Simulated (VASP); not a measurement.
# Au (Pm-3n) in VASP: a series of runs

Runs on Au. Level: r2SCAN. Tasks: single point.

All numbers are computed with VASP 6.6.1; they aren't measurements. Logs are shortened: lines on timing, memory, paths and dates and some standing lists are left out, and cuts for length are marked.

### 1 The cell of the first run

The structure is cubic, space group Pm-3n (No. 223). Conventional cell: a = 5.255 Å, b = 5.255 Å, c = 5.255 Å, α = 90.00°, β = 90.00°, γ = 90.00°. Au (site symmetry m-3) has 12 Au at 2.94 Å within 3.9 Å. Within 3.5 Å of Au (site symmetry -4m2) lie 14 Au at 2.63 to 3.22 Å.

### 2 Single point, r2SCAN

Contents of POSCAR:

```
Au
1.0
    5.2552522541      0.0000000000      0.0000000000
    0.0000000000      5.2552522541      0.0000000000
    0.0000000000      0.0000000000      5.2552522541
Au
8
Direct
    1.0000000000      1.0000000000      0.0000000000
    0.5000000000      0.5000000000      0.5000000000
    0.2500000000      0.0000000000      0.5000000000
    0.7500000000      1.0000000000      0.5000000000
    0.5000000000      0.2500000000      0.0000000000
    0.5000000000      0.7500000000      0.0000000000
    0.0000000000      0.5000000000      0.2500000000
    0.0000000000      0.5000000000      0.7500000000
```

Contents of INCAR.step1:

```
SYSTEM = Au
ALGO = Normal
EDIFF = 1E-4
ENCUT = 520
GGA = PE
ISMEAR = -1
LASPH = .TRUE.
LCHARG = .FALSE.
LREAL = .FALSE.
LWAVE = .TRUE.
NBANDS = 54
NELM = 100
PREC = Accurate
SIGMA = 0.1
```

Contents of INCAR.step2:

```
SYSTEM = Au
ALGO = Normal
EDIFF = 1E-6
ENCUT = 520
ISIF = 2
ISMEAR = -1
ISTART = 1
LASPH = .TRUE.
LCHARG = .FALSE.
LMIXTAU = .TRUE.
LREAL = .FALSE.
LWAVE = .FALSE.
METAGGA = R2SCAN
NBANDS = 54
NELM = 100
PREC = Accurate
SIGMA = 0.1
```

Contents of KPOINTS:

```
k-points
0
G
  5 5 5
  0 0 0
```

Potentials or basis: VASP PAW PBE potentials, release 64 (Au).

On the command line:

```console
$ cat potpaw_PBE.64/Au/POTCAR > POTCAR
$ cp INCAR.step1 INCAR
$ mpirun -np 1 vasp_std > vasp.out
$ cp INCAR.step2 INCAR
$ mpirun -np 1 vasp_std > vasp.out
```

OUTCAR:

```text
SYSTEM = Au
   EDIFF = 1E-6
   ENCUT = 520
   ISIF = 2
   ISMEAR = -1
   ISTART = 1
   LASPH = .TRUE.
   LREAL = .FALSE.
   METAGGA = R2SCAN
   NELM = 100
   PREC = Accurate

 ion  position               nearest neighbor table
   1  0.000  0.000  0.000-   3 2.94   4 2.94   5 2.94   6 2.94   7 2.94   8 2.94   3 2.94   4 2.94
                             7 2.94   8 2.94   5 2.94   6 2.94
   2  0.500  0.500  0.500-   3 2.94   4 2.94   5 2.94   6 2.94   7 2.94   8 2.94   5 2.94   6 2.94
                             3 2.94   4 2.94   7 2.94   8 2.94
   3  0.250  0.000  0.500-   4 2.63   4 2.63   1 2.94   1 2.94   2 2.94   2 2.94   5 3.22   6 3.22
                             6 3.22   5 3.22   8 3.22   7 3.22   8 3.22   7 3.22
   4  0.750  0.000  0.500-   3 2.63   3 2.63   1 2.94   1 2.94   2 2.94   2 2.94   5 3.22   6 3.22
                             6 3.22   5 3.22   8 3.22   7 3.22   8 3.22   7 3.22
   5  0.500  0.250  0.000-   6 2.63   6 2.63   1 2.94   2 2.94   2 2.94   1 2.94   3 3.22   4 3.22
                             3 3.22   4 3.22   8 3.22   7 3.22   7 3.22   8 3.22
   6  0.500  0.750  0.000-   5 2.63   5 2.63   1 2.94   2 2.94   2 2.94   1 2.94   3 3.22   4 3.22
                             3 3.22   4 3.22   8 3.22   7 3.22   7 3.22   8 3.22
   7  0.000  0.500  0.250-   8 2.63   8 2.63   1 2.94   2 2.94   1 2.94   2 2.94   3 3.22   4 3.22
                             5 3.22   3 3.22   4 3.22   6 3.22   5 3.22   6 3.22
   8  0.000  0.500  0.750-   7 2.63   7 2.63   1 2.94   2 2.94   1 2.94   2 2.94   3 3.22   4 3.22
                             5 3.22   3 3.22   4 3.22   6 3.22   5 3.22   6 3.22

  LATTYP: Found a simple cubic cell.
 ALAT       =     5.2552522541

  Lattice vectors:

 A1 = (   5.2552522541,   0.0000000000,   0.0000000000)
 A2 = (   0.0000000000,   5.2552522541,   0.0000000000)
 A3 = (   0.0000000000,   0.0000000000,   5.2552522541)

Analysis of symmetry for initial positions (statically):
=====================================================================
 Subroutine PRICEL returns:
 Original cell was already a primitive cell.

 Routine SETGRP: Setting up the symmetry group for a
 simple cubic supercell.

 Subroutine GETGRP returns: Found 48 space group operations
 (whereof 24 operations were pure point group operations)
 out of a pool of 48 trial point group operations.

The static configuration has the point symmetry T_h .
 The point group associated with its full space group is O_h .

Analysis of symmetry for dynamics (positions and initial velocities):
=====================================================================
 Subroutine PRICEL returns:
 Original cell was already a primitive cell.

 Routine SETGRP: Setting up the symmetry group for a
 simple cubic supercell.

 Subroutine GETGRP returns: Found 48 space group operations
 (whereof 24 operations were pure point group operations)
 out of a pool of 48 trial point group operations.

The dynamic configuration has the point symmetry T_h .
 The point group associated with its full space group is O_h .

 Subroutine INISYM returns: Found 48 space group operations
 (whereof 24 operations are pure point group operations),
 and found     1 'primitive' translations

----------------------------------------------------------------------------------------

                                     Primitive cell

  volume of cell :     145.1379

  direct lattice vectors                    reciprocal lattice vectors
     5.255252254  0.000000000  0.000000000     0.190285823  0.000000000  0.000000000
     0.000000000  5.255252254  0.000000000     0.000000000  0.190285823  0.000000000
     0.000000000  0.000000000  5.255252254     0.000000000  0.000000000  0.190285823

  length of vectors
     5.255252254  5.255252254  5.255252254     0.190285823  0.190285823  0.190285823

  position of ions in fractional coordinates (direct lattice)
     0.000000000  0.000000000  0.000000000
     0.500000000  0.500000000  0.500000000
     0.250000000  0.000000000  0.500000000
     0.750000000  0.000000000  0.500000000
     0.500000000  0.250000000  0.000000000
     0.500000000  0.750000000  0.000000000
     0.000000000  0.500000000  0.250000000
     0.000000000  0.500000000  0.750000000

  ion indices of the primitive-cell ions
   primitive index   ion index
                 1           1
                 2           2
                 3           3
                 4           4
                 5           5
                 6           6
                 7           7
                 8           8

----------------------------------------------------------------------------------------

 KPOINTS: k-points

Automatic generation of k-mesh.
 Grid dimensions read from file:
 generate k-points for:    5    5    5

 Generating k-lattice:

  Cartesian coordinates                     Fractional coordinates (reciprocal lattice)
     0.038057165  0.000000000  0.000000000     0.200000000  0.000000000  0.000000000
     0.000000000  0.038057165  0.000000000     0.000000000  0.200000000  0.000000000
     0.000000000  0.000000000  0.038057165     0.000000000  0.000000000  0.200000000

  Length of vectors
     0.038057165  0.038057165  0.038057165

  Shift w.r.t. Gamma in fractional coordinates (k-lattice)
     0.000000000  0.000000000  0.000000000

 Subroutine IBZKPT returns following result:
 ===========================================

 Found     10 irreducible k-points:

 Following reciprocal coordinates:
            Coordinates               Weight
  0.000000  0.000000  0.000000      1.000000
  0.200000  0.000000  0.000000      6.000000
  0.400000  0.000000  0.000000      6.000000
  0.200000  0.200000  0.000000     12.000000
  0.400000  0.200000  0.000000     24.000000
  0.400000  0.400000  0.000000     12.000000
  0.200000  0.200000  0.200000      8.000000
  0.400000  0.200000  0.200000     24.000000
  0.400000  0.400000  0.200000     24.000000
  0.400000  0.400000  0.400000      8.000000
   k-points           NKPTS =     10   k-points in BZ     NKDIM =     10   number of bands    NBANDS=     54
   number of dos      NEDOS =    301   number of ions     NIONS =      8
   total plane-waves  NPLWV =  64000
   dimension x,y,z NGX =    40 NGY =   40 NGZ =   40
   dimension x,y,z NGXF=    80 NGYF=   80 NGZF=   80
   ions per type =               8
   NGX,Y,Z   is equivalent  to a cutoff of  12.65, 12.65, 12.65 a.u.
   NGXF,Y,Z  is equivalent  to a cutoff of  25.31, 25.31, 25.31 a.u.
 SYSTEM =  Au
   PREC   = accura    normal or accurate (medium, high low for compatibility)
   ISTART =      1    job   : 0-new  1-cont  2-samecut
   ICHARG =      0    charge: 1-file 2-atom 10-const
   ISPIN  =      1    spin polarized calculation?
   LNONCOLLINEAR =      F non collinear calculations
   LSORBIT =      F    spin-orbit coupling
   LASPH  =      T    aspherical Exc in radial PAW
   ENCUT  =  520.0 eV  38.22 Ry    6.18 a.u.   9.77  9.77  9.77*2*pi/ulx,y,z
   NELM   =    100;   NELMIN=  2; NELMDL=  0     # of ELM steps
   EDIFF  = 0.1E-05   stopping-criterion for ELM
   LREAL  =      F    real-space projection
   EDIFFG = 0.1E-04   stopping-criterion for IOM
   NSW    =      0    number of steps for IOM
   IBRION =     -1    ionic relax: 0-MD 1-quasi-New 2-CG
   NFREE  =      0    steps in history (QN), initial steepest desc. (CG)
   ISIF   =      2    stress and relaxation
   ISYM   =      2    0-nonsym 1-usesym 2-fastsym
   POTIM  = 0.5000    time-step for ionic-motion
   TEBEG  =    0.0;   TEEND  =   0.0 temperature during run
   PSTRESS=    0.0 pullay stress
   NELECT =      88.0000    total number of electrons
   NUPDOWN=      -1.0000    fix difference up-down
   EMIN   =  10.00;   EMAX   =-10.00  energy-range for DOS
   EFERMI =   0.00;   METHOD = LEGACY
   ISMEAR =    -1;   SIGMA  =   0.10  broadening in eV -4-tet -1-fermi 0-gaus
   EFERMI_NEDOS =   21; number of points for ismear=-14 and -15
   IALGO  =     38    algorithm
   IMIX   =      4    mixing-type and parameters
     AMIX     =   0.40;   BMIX     =  1.00
     AMIX_MAG =   1.60;   BMIX_MAG =  1.00
  volume/ion in A,a.u.               =      18.14       122.43
  Fermi-wavevector in a.u.,A,eV,Ry     =   1.385614  2.618430 26.122168  1.919925
  Thomas-Fermi vector in A             =   2.510007
   LORBIT       =      0    0 simple, 1 ext, 2 COOP (PROOUT), +10 PAW based schemes
   METAGGA = R2SCAN    functional components
   LHFCALC =     F    Hartree Fock is set to
   AEXX    =    0.0000 exact exchange contribution
   IVDW    =     0    specifies the selected vdW correction
   LEPSILON=     F    determine dielectric tensor
   LRPA    =     F    only Hartree local field effects (RPA)
 non-spin polarized calculation
  energy-cutoff  :      520.00
  volume of cell :      145.14
 maximum number of plane-waves:      3914
 NGX is ok and might be reduce to    40
   NGX = 19   NGY = 19   NGZ = 19

 number of electron      88.0000025 magnetization

 Free energy of the ion-electron system (eV)
  ---------------------------------------------------
  ext. energy  EPLUGINS =         0.00000000
  ---------------------------------------------------
  free energy    TOTEN  =      -403.86962763 eV

  energy without entropy =     -403.81170953  energy(sigma->0) =     -403.84066858

 E-fermi :   8.4423     XC(G=0): -13.1578

 val. band max:        8.0801397771   @ k =   0.4000   0.4000   0.2000
 cond. band min:       8.4646288313   @ k =   0.4000   0.2000   0.0000
 fundamental gap:      0.3844890542
 Fermi energy:         8.4423480929

 k-point     1 :       0.0000    0.0000    0.0000
  band No.  band energies     occupation
      1      -1.1338      2.00000
      2       0.9479      2.00000
      3       0.9479      2.00000
      4       1.9974      2.00000
      5       2.0516      2.00000
      6       2.2555      2.00000
[... 46 lines left out ...]
     53      14.4981      0.00000
     54      15.2655      0.00000

 k-point     2 :       0.2000    0.0000    0.0000
  band No.  band energies     occupation
      1      -0.8529      2.00000
      2       0.9021      2.00000
      3       1.1909      2.00000
      4       1.6958      2.00000
      5       2.0830      2.00000
      6       2.2999      2.00000
[... 46 lines left out ...]
     53      14.9638      0.00000
     54      14.9638      0.00000

 k-point     3 :       0.4000    0.0000    0.0000
  band No.  band energies     occupation
      1      -0.1077      2.00000
      2       0.6692      2.00000
      3       1.4001      2.00000
      4       1.4157      2.00000
      5       2.1940      2.00000
      6       2.3390      2.00000
[... 46 lines left out ...]
     53      15.3888      0.00000
     54      15.3888      0.00000
[... 286 lines left out ...]
 k-point     9 :       0.4000    0.4000    0.2000
  band No.  band energies     occupation
      1       1.0463      2.00000
      2       1.4909      2.00000
      3       1.7545      2.00000
      4       1.9211      2.00000
      5       1.9333      2.00000
      6       2.0515      2.00000
[... 46 lines left out ...]
     53      15.9554      0.00000
     54      16.8501      0.00000

 k-point    10 :       0.4000    0.4000    0.4000
  band No.  band energies     occupation
      1       1.6588      2.00000
      2       1.9553      2.00000
      3       1.9553      2.00000
      4       2.1353      2.00000
      5       2.1448      2.00000
      6       2.1448      2.00000
[... 46 lines left out ...]
     53      17.5992      0.00000
     54      17.9659      0.00000

------------------------ aborting loop because EDIFF is reached ----------------------------------------

  FORCE on cell =-STRESS in cart. coord.  units (eV):
  Direction    XX          YY          ZZ          XY          YZ          ZX
  --------------------------------------------------------------------------------------
  -------------------------------------------------------------------------------------
  Total        0.2662804      0.2662804      0.2662804     -0.0000000      0.0000000      0.0000000
  in kB        2.9394707      2.9394707      2.9394707     -0.0000000      0.0000000      0.0000000
  external PRESSURE =       2.9394707 kB  Pullay stress =       0.0000000 kB

 VOLUME and BASIS-vectors are now :
 -----------------------------------------------------------------------------
  energy-cutoff  :      520.00
  volume of cell :      145.14
      direct lattice vectors                 reciprocal lattice vectors
     5.255252254  0.000000000  0.000000000     0.190285823  0.000000000  0.000000000
     0.000000000  5.255252254  0.000000000     0.000000000  0.190285823  0.000000000
     0.000000000  0.000000000  5.255252254     0.000000000  0.000000000  0.190285823

 POSITION                                       TOTAL-FORCE (eV/Angst)
 -----------------------------------------------------------------------------------
      0.00000      0.00000      0.00000         0.000000     -0.000000      0.000000
      2.62763      2.62763      2.62763         0.000000     -0.000000      0.000000
      1.31381      0.00000      2.62763        -0.000000      0.000000     -0.000000
      3.94144      0.00000      2.62763         0.000000      0.000000      0.000000
      2.62763      1.31381      0.00000         0.000000      0.000000     -0.000000
      2.62763      3.94144      0.00000        -0.000000     -0.000000      0.000000
      0.00000      2.62763      1.31381         0.000000     -0.000000      0.000000
      0.00000      2.62763      3.94144        -0.000000     -0.000000      0.000000
 -----------------------------------------------------------------------------------
    total drift:                               -0.000000     -0.000000      0.000000

  FREE ENERGIE OF THE ION-ELECTRON SYSTEM (eV)
  ---------------------------------------------------
  free  energy   TOTEN  =      -403.8696276276 eV

  energy  without entropy=     -403.8117095307  energy(sigma->0) =     -403.84066858
```

Wall time 8.2 min (1 thread of AMD EPYC 7R13, shared host); peak memory 0.24 GiB.

Results:

```
Free energy            : -403.8696 eV
Pressure               : 0.3 GPa
Band gap on the k mesh : zero (band 44 reaches 9.33 eV, above the bottom of band 45 at 7.71 eV)
```

Caveat: the PAW data sets were made with another functional, which shifts forces and pressure a little; spin-orbit coupling is left out, which moves the levels of the heavy elements.

### 3 Single point, r2SCAN

POSCAR is that of step 2.

Contents of INCAR.step1:

```
SYSTEM = Au
  PREC = Accurate
  ENCUT = 520
  ISMEAR = -1
  SIGMA = 0.1
  LREAL = .FALSE.
  LASPH = .TRUE.
  NELM = 80
  NBANDS = 54
  GGA = PE
  ALGO = Normal
  EDIFF = 1E-4
  LWAVE = .TRUE.
  LCHARG = .FALSE.
```

Contents of INCAR.step2:

```
SYSTEM = Au
  PREC = Accurate
  ENCUT = 520
  EDIFF = 1E-6
  ISMEAR = -1
  SIGMA = 0.1
  LREAL = .FALSE.
  LASPH = .TRUE.
  NELM = 80
  ALGO = Normal
  ISIF = 2
  LWAVE = .FALSE.
  LCHARG = .FALSE.
  METAGGA = R2SCAN
  LMIXTAU = .TRUE.
  NBANDS = 54
  ISTART = 1
```

Contents of KPOINTS:

```
regular mesh
0
G
  7 7 7
  0 0 0
```

Potentials or basis: VASP PAW PBE potentials, release 64 (Au).

On the command line:

```console
$ cat potpaw_PBE.64/Au/POTCAR > POTCAR
$ cp INCAR.step1 INCAR
$ mpirun -np 1 vasp_std > vasp.out
$ cp INCAR.step2 INCAR
$ mpirun -np 1 vasp_std > vasp.out
```

OUTCAR:

```text
SYSTEM = Au
   PREC = Accurate
   ENCUT = 520
   EDIFF = 1E-6
   ISMEAR = -1
   LREAL = .FALSE.
   LASPH = .TRUE.
   NELM = 80
   ISIF = 2
   METAGGA = R2SCAN
   ISTART = 1

 ion  position               nearest neighbor table
   1  0.000  0.000  0.000-   3 2.94   4 2.94   5 2.94   6 2.94   7 2.94   8 2.94   3 2.94   4 2.94
                             7 2.94   8 2.94   5 2.94   6 2.94
   2  0.500  0.500  0.500-   3 2.94   4 2.94   5 2.94   6 2.94   7 2.94   8 2.94   5 2.94   6 2.94
                             3 2.94   4 2.94   7 2.94   8 2.94
   3  0.250  0.000  0.500-   4 2.63   4 2.63   1 2.94   1 2.94   2 2.94   2 2.94   5 3.22   6 3.22
[... 1358 lines left out ...]
  in kB        4.9070926      4.9070926      4.9070926      0.0000000     -0.0000000     -0.0000000
  external PRESSURE =       4.9070926 kB  Pullay stress =       0.0000000 kB

 VOLUME and BASIS-vectors are now :
 -----------------------------------------------------------------------------
  energy-cutoff  :      520.00
  volume of cell :      145.14
      direct lattice vectors                 reciprocal lattice vectors
     5.255252254  0.000000000  0.000000000     0.190285823  0.000000000  0.000000000
     0.000000000  5.255252254  0.000000000     0.000000000  0.190285823  0.000000000
     0.000000000  0.000000000  5.255252254     0.000000000  0.000000000  0.190285823

 POSITION                                       TOTAL-FORCE (eV/Angst)
 -----------------------------------------------------------------------------------
      0.00000      0.00000      0.00000         0.000000     -0.000000      0.000000
      2.62763      2.62763      2.62763         0.000000     -0.000000      0.000000
      1.31381      0.00000      2.62763         0.000000      0.000000     -0.000000
      3.94144      0.00000      2.62763        -0.000000      0.000000      0.000000
      2.62763      1.31381      0.00000         0.000000      0.000000     -0.000000
      2.62763      3.94144      0.00000         0.000000     -0.000000      0.000000
      0.00000      2.62763      1.31381         0.000000     -0.000000     -0.000000
      0.00000      2.62763      3.94144         0.000000      0.000000      0.000000
 -----------------------------------------------------------------------------------
    total drift:                               -0.000000     -0.000000      0.000000

  FREE ENERGIE OF THE ION-ELECTRON SYSTEM (eV)
  ---------------------------------------------------
  free  energy   TOTEN  =      -403.8029045839 eV

  energy  without entropy=     -403.7393104574  energy(sigma->0) =     -403.77110752
```

OUTCAR.step1:

```text
SYSTEM = Au
   PREC = Accurate
   ENCUT = 520
   ISMEAR = -1
   LREAL = .FALSE.
   LASPH = .TRUE.
   NELM = 80
[... 1386 lines left out ...]
      2.62763      3.94144      0.00000        -0.000000      0.000000     -0.000000
      0.00000      2.62763      1.31381         0.000000      0.000000     -0.000000
      0.00000      2.62763      3.94144        -0.000000     -0.000000      0.000000
 -----------------------------------------------------------------------------------
    total drift:                               -0.000000     -0.000000      0.000000

  FREE ENERGIE OF THE ION-ELECTRON SYSTEM (eV)
  ---------------------------------------------------
  free  energy   TOTEN  =       -24.8132548058 eV

  energy  without entropy=      -24.7443968663  energy(sigma->0) =      -24.77882584
```

Run time: 13 min. Hardware: 1 thread of AMD EPYC 7R13, shared host; peak memory 0.28 GiB.

Results:

| Quantity | Value |
| --- | --- |
| Free energy | -403.8029 eV |
| Pressure | 0.5 GPa |
| Band gap on the k mesh | zero (band 44 reaches 9.33 eV, above the bottom of band 45 at 7.48 eV) |

Caveat: the PAW data sets were made with another functional, which shifts forces and pressure a little; spin-orbit coupling is left out, which moves the levels of the heavy elements.
